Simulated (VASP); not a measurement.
# MnO2 (P4_2/mnm) in VASP: notebook, part 2 of 2

VASP 6.6.1. The steps go on from the part before.

### 5 Single point, r2SCAN, collinear spin, antiferromagnetic start (8.98 Å³/atom)

This run uses another cell than the first one, of 8.98 Å³/atom.

The input, POSCAR:

```
MnO2
1.0
    4.3506296080     -0.0000000186      0.0000000000
   -0.0000000186      4.3506296080      0.0000000000
    0.0000000000      0.0000000000      2.8461655674
Mn O
2 4
Direct
    0.0000000000      0.0000000000      0.0000000000
    0.5000000000      0.5000000000      0.5000000000
    0.3043426037      0.3043426037      0.0000000000
    0.1956573947      0.8043426053      0.5000000000
    0.6956573963      0.6956573963      0.0000000000
    0.8043426053      0.1956573947      0.5000000000
```

The input, INCAR.step1:

```
PREC = Accurate ; ENCUT = 520
ISMEAR = 0 ; SIGMA = 0.05
LREAL = False ; LASPH = True
NELM = 150 ; ISPIN = 2
MAGMOM = 2.64 -2.64 0 0 0 0 ; LMAXMIX = 4
NBANDS = 38 ; GGA = PE
ALGO = Normal ; EDIFF = 1E-4
LWAVE = True ; LCHARG = False
```

The input, INCAR.step2:

```
PREC = Accurate ; ENCUT = 520
EDIFF = 1E-6 ; ISMEAR = 0
SIGMA = 0.05 ; LREAL = False
LASPH = True ; NELM = 150
ALGO = Normal ; ISIF = 2
LWAVE = False ; LCHARG = False
ISPIN = 2 ; MAGMOM = 2.64 -2.64 0 0 0 0
LORBIT = 11 ; LMAXMIX = 4
METAGGA = R2SCAN ; LMIXTAU = True
NBANDS = 38 ; ISTART = 1
```

The input, KPOINTS:

```
regular mesh
0
Gamma
  6 6 10
```

On the command line:

```sh
$ cat potpaw_PBE.64/Mn_pv/POTCAR potpaw_PBE.64/O/POTCAR > POTCAR
$ cp INCAR.step1 INCAR
$ mpirun -np 1 vasp_std > vasp.out
$ cp INCAR.step2 INCAR
$ mpirun -np 1 vasp_std > vasp.out
```

It took 19 min on 1 thread of Oxide Virtual Turin-like, shared host; peak memory 0.28 GiB.

Results (log left out):

```
Free energy                                           : -65.4823 eV
Pressure                                              : 6.4 GPa
Largest force                                         : 0.026 eV/Å
Band gap on the k mesh                                : 0.31 eV
Net moment                                            : 0.00 μB per cell
Site moments                                          : Mn +2.68, -2.68; O -0.04, +0.04 (each value once) μB
Valence electrons inside the program's atomic spheres : Mn 11.76; O 5.09
```

Forces on the atoms (eV/Å):
```
Mn   0.000  0.000  0.000
Mn   0.000  0.000  0.000
O   -0.019 -0.019  0.000
O    0.019 -0.019  0.000
O    0.019  0.019  0.000
O   -0.019  0.019  0.000
```

Stress tensor (GPa, compression positive):
```
6.10 0.00 0.00
0.00 6.10 0.00
0.00 0.00 6.99
```

Levels at points of the mesh, in eV from the valence-band top:
Spin up:
```csv
k point,band 21,band 22,band 23,band 24,band 25,band 26,band 27,band 28,band 29,band 30
"(0.00, 0.00, 0.00)",-2.00,-1.54,-1.01,-0.93,-0.33,0.34,1.05,1.80,2.76,3.83
"(0.50, 0.00, 0.00)",-2.32,-1.54,-1.43,-1.35,-0.84,1.63,2.00,2.62,2.88,3.10
"(0.50, 0.50, 0.00)",-2.54,-2.45,-1.98,-1.94,0.00,0.31,1.04,2.86,2.98,3.71
"(0.00, 0.00, 0.50)",-3.02,-2.68,-2.40,-1.08,-0.27,1.97,2.00,2.12,2.31,2.91
"(0.50, 0.00, 0.50)",-2.72,-1.91,-1.85,-1.60,-1.32,1.21,1.63,2.07,2.20,2.72
"(0.50, 0.50, 0.50)",-2.34,-2.13,-1.35,-0.81,-0.79,1.77,2.08,2.33,2.33,2.63
```
Spin down:
```csv
k point,band 21,band 22,band 23,band 24,band 25,band 26,band 27,band 28,band 29,band 30
"(0.00, 0.00, 0.00)",-2.00,-1.54,-1.01,-0.93,-0.33,0.34,1.05,1.80,2.76,3.83
"(0.50, 0.00, 0.00)",-2.32,-1.54,-1.43,-1.35,-0.84,1.63,2.00,2.62,2.88,3.10
"(0.50, 0.50, 0.00)",-2.54,-2.45,-1.98,-1.94,0.00,0.31,1.04,2.86,2.98,3.71
"(0.00, 0.00, 0.50)",-3.02,-2.68,-2.40,-1.08,-0.27,1.97,2.00,2.12,2.31,2.91
"(0.50, 0.00, 0.50)",-2.72,-1.91,-1.85,-1.60,-1.32,1.21,1.63,2.07,2.20,2.72
"(0.50, 0.50, 0.50)",-2.34,-2.13,-1.35,-0.81,-0.79,1.77,2.08,2.33,2.33,2.63
```

Caveat: the cell stands under pressure; the PAW data sets were made with another functional, which shifts forces and pressure a little.

### 6 Single point, r2SCAN, collinear spin, antiferromagnetic start

This run uses another cell than the first one, of 9.16 Å³/atom.

The input, POSCAR:

```
MnO2
1.0
    4.3832916076     -0.0000000117      0.0000000000
   -0.0000000117      4.3832916076      0.0000000000
    0.0000000000      0.0000000000      2.8611299193
Mn O
2 4
Direct
    0.0000000000      0.0000000000      0.0000000000
    0.5000000000      0.5000000000      0.5000000000
    0.3047584487      0.3047584487      0.0000000000
    0.1952415517      0.8047584483      0.5000000000
    0.6952415513      0.6952415513      0.0000000000
    0.8047584483      0.1952415517      0.5000000000
```

The input, INCAR.step1:

```
ALGO = Normal
EDIFF = 1E-4
ENCUT = 520
GGA = PE
ISMEAR = -1
ISPIN = 2
LASPH = T
LCHARG = F
LMAXMIX = 4
LREAL = F
LWAVE = T
MAGMOM = 3 -3 0 0 0 0
NBANDS = 38
NELM = 150
PREC = Accurate
SIGMA = 0.025
```

The input, INCAR.step2:

```
ALGO = Normal
EDIFF = 1E-7
ENCUT = 520
ISIF = 2
ISMEAR = -1
ISPIN = 2
ISTART = 1
LASPH = T
LCHARG = F
LMAXMIX = 4
LMIXTAU = T
LORBIT = 11
LREAL = F
LWAVE = F
MAGMOM = 3 -3 0 0 0 0
METAGGA = R2SCAN
NBANDS = 38
NELM = 150
PREC = Accurate
SIGMA = 0.025
```

The input, KPOINTS:

```
k-points
0
Gamma
  6 6 10
```

Potentials or basis: VASP PAW PBE potentials, release 64 (Mn_pv, O).

On the command line:

```sh
$ cat potpaw_PBE.64/Mn_pv/POTCAR potpaw_PBE.64/O/POTCAR > POTCAR
$ cp INCAR.step1 INCAR
$ mpirun -np 1 vasp_std > vasp.out
$ cp INCAR.step2 INCAR
$ mpirun -np 1 vasp_std > vasp.out
```

Run time: 25 min. Hardware: 1 thread of Oxide Virtual Turin-like, shared host; peak memory 0.3 GiB.

The run converged. Its results:

```yaml
Free_energy: -65.5088 eV
Pressure: 1.0 GPa
Largest_force: 0.030 eV/Å
Band_gap_on_the_k_mesh: 0.32 eV
Net_moment: 0.00 μB per cell
Site_moments: Mn +2.70, -2.70; O -0.04, +0.04 (each value once) μB
Valence_electrons_inside_the_program's_atomic_spheres: Mn 11.71; O 5.08
```

Forces on the atoms (eV/Å):
```
Mn   0.000  0.000  0.000
Mn   0.000  0.000  0.000
O   -0.021 -0.021  0.000
O    0.021 -0.021  0.000
O    0.021  0.021  0.000
O   -0.021  0.021  0.000
```

Stress tensor (GPa, compression positive):
```
0.85 0.00 0.00
0.00 0.85 0.00
0.00 0.00 1.40
```

Levels at points of the mesh, in eV from the valence-band top:
Spin up:
| k point | band 22 | band 23 | band 24 | band 25 | band 26 | band 27 | band 28 | band 29 |
| --- | --- | --- | --- | --- | --- | --- | --- | --- |
| (0.00, 0.00, 0.00) | -1.48 | -0.95 | -0.87 | -0.28 | 0.33 | 1.10 | 1.79 | 2.77 |
| (0.50, 0.00, 0.00) | -1.53 | -1.37 | -1.28 | -0.81 | 1.67 | 2.02 | 2.65 | 2.77 |
| (0.50, 0.50, 0.00) | -2.36 | -1.89 | -1.86 | 0.00 | 0.32 | 1.09 | 2.78 | 2.99 |
| (0.00, 0.00, 0.50) | -2.66 | -2.31 | -1.05 | -0.26 | 1.88 | 2.03 | 2.14 | 2.24 |
| (0.50, 0.00, 0.50) | -1.88 | -1.77 | -1.51 | -1.25 | 1.16 | 1.58 | 2.08 | 2.22 |
| (0.50, 0.50, 0.50) | -2.02 | -1.30 | -0.76 | -0.74 | 1.81 | 2.11 | 2.26 | 2.36 |
Spin down:
```
           k point  band 21  band 22  band 23  band 24  band 25  band 26  band 27  band 28  band 29  band 30
(0.00, 0.00, 0.00)    -1.98    -1.48    -0.95    -0.87    -0.28     0.33     1.10     1.79     2.77     3.76
(0.50, 0.00, 0.00)    -2.30    -1.53    -1.37    -1.28    -0.81     1.67     2.02     2.65     2.77     3.06
(0.50, 0.50, 0.00)    -2.46    -2.36    -1.89    -1.86     0.00     0.32     1.09     2.78     2.99     3.63
(0.00, 0.00, 0.50)    -2.96    -2.66    -2.31    -1.05    -0.26     1.88     2.03     2.14     2.24     2.91
(0.50, 0.00, 0.50)    -2.71    -1.88    -1.77    -1.51    -1.25     1.16     1.58     2.08     2.22     2.72
(0.50, 0.50, 0.50)    -2.33    -2.02    -1.30    -0.76    -0.74     1.81     2.11     2.26     2.36     2.53
```

Caveat: the PAW data sets were made with another functional, which shifts forces and pressure a little. A k mesh can miss the band edges.

### 7 Overview

```tsv
level	spin	cell	smearing	gap on the mesh (eV)	pressure (GPa)	moment (μB)	largest force (eV/Å)
r2SCAN	off	a = 4.398, b = 4.398, c = 2.863 Å, 6 atoms	gaussian 0.05 eV	none	-12.2	-	0.30
r2SCAN+D3(BJ)	collinear, antiferromagnetic start	a = 4.383, b = 4.383, c = 2.861 Å, 6 atoms	tetrahedron	0.32	-0.3	0.00	0.03
r2SCAN	collinear, antiferromagnetic start	a = 4.383, b = 4.383, c = 2.861 Å, 6 atoms	tetrahedron	0.32	1.0	0.00	0.03
r2SCAN	collinear, antiferromagnetic start	a = 4.351, b = 4.351, c = 2.846 Å, 6 atoms	gaussian 0.05 eV	0.31	6.4	0.00	0.03
r2SCAN	collinear, antiferromagnetic start	a = 4.383, b = 4.383, c = 2.861 Å, 6 atoms	fermi-dirac 0.025 eV	0.32	1.0	0.00	0.03
```

Alike in all rows: task single point; potentials or basis VASP PAW PBE potentials, release 64 (Mn_pv, O); k mesh 6 × 6 × 10; cutoff (eV) 520.

Caveats: the PAW data sets were made with another functional, which shifts forces and pressure a little; the cell stands under tension (at least some runs); semilocal functionals often make such compounds metallic where correlation or magnetic order opens a gap, which also shifts bond lengths (at least some runs); the cell stands under pressure (at least some runs).

Absolute energies hang on the potentials; compare differences alone.
